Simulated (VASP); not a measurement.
A run of VASP 6.6.1:

Contents of INCAR:

```
ALGO     = Normal         # electronic algorithm
EDIFF    = 1E-6           # SCF threshold, eV
ENCUT    = 600            # plane-wave cutoff, eV
GGA      = PE             # functional
GGA_COMPAT= F            
ISIF     = 2              # what is computed and relaxed
ISMEAR   = 0              # smearing method
LASPH    = T              # aspherical terms in the spheres
LCHARG   = F              # write CHGCAR
LREAL    = F              # projectors in reciprocal space
LWAVE    = F              # write WAVECAR
NBANDS   = 21             # bands
NELM     = 120            # most SCF steps
PREC     = Accurate       # precision mode
SIGMA    = 0.15           # smearing width, eV
```

Contents of KPOINTS:

```
k-points
0
Gamma
  3 3 3
```

Contents of POSCAR:

```
Be3Se2O
1.0
    2.3401768449     -4.8095049725      0.0000000000
    2.3401768449      4.8095049725      0.0000000000
    0.0000000000      0.0000000000      4.5871015690
Be Se O
3 2 1
Direct
    0.7588454082      0.2411545918      0.0000000000
    0.2411545918      0.7588454082      0.0000000000
    0.5000000000      0.5000000000      0.5000000000
    0.0000000000      0.0000000000      0.0000000000
    0.5000000000      0.5000000000      0.0000000000
    0.0000000000      0.0000000000      0.5000000000
```

Potentials or basis: VASP PAW PBE potentials, release 64 (Be, Se, O).

The run is started by

```sh
$ cat potpaw_PBE.64/Be/POTCAR potpaw_PBE.64/Se/POTCAR potpaw_PBE.64/O/POTCAR > POTCAR
$ mpirun -np 1 vasp_std > vasp.out
```

Hardware: 1 thread of Intel(R) Xeon(R) Platinum 8375C CPU @ 2.90GHz (Ice Lake) (shared host).

Q: How long does it take, and how much memory?

A: It took 37 s on 1 thread of Intel(R) Xeon(R) Platinum 8375C CPU @ 2.90GHz (Ice Lake) (shared host), peak memory 0.28 GiB. Counts: scf iterations 15, k points 8.
